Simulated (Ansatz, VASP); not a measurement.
One calculation of MgI2, two programs

```
CELL_PARAMETERS angstrom
4.07054 0.00000 0.00000
-2.03527 3.52519 0.00000
0.00000 0.00000 6.82755
ATOMIC_POSITIONS crystal
Mg 0.00000 0.00000 0.00000
I 0.33333 0.66667 0.73086
I 0.66667 0.33333 0.26914
```

Alike in both runs: task single point; functional PBEsol; k mesh 6 × 6 × 4; occupations gaussian, width 0.02 eV; no spin polarisation.

|  | VASP | Ansatz |
| --- | --- | --- |
| version | VASP 6.6.1 | Ansatz 0.2.0 |
| potentials or method | VASP PAW PBE potentials, release 64 (Mg, I), cutoff 520 eV | scalar-relativistic, plane waves, PAW |
| valence electrons in the cell | 16 | 44 |

Ansatz gave:

* gap on the k mesh at the Fermi level (eV): 3.08
* least direct gap on the mesh (eV): 3.18
* pressure (GPa): -1.2
* traceless stress, the component that is largest in VASP (GPa): -1.73
* rms of the force components (eV/Å): 0.381

Q: Which values does VASP return?

A: gap on the k mesh at the Fermi level (eV): 3.07; least direct gap on the mesh (eV): 3.17; pressure (GPa): -1.2; traceless stress, the component that is largest in VASP (GPa): -1.73; rms of the force components (eV/Å): 0.383.

VASP's potentials were made for PBE, not for PBEsol. Atom by atom the forces differ by 0.002 eV/Å (rms over components). VASP's potentials hold 16 valence electrons a cell and Ansatz's 44, so a difference there can come from the potentials and not from the codes.

Neither program's run includes spin-orbit coupling.
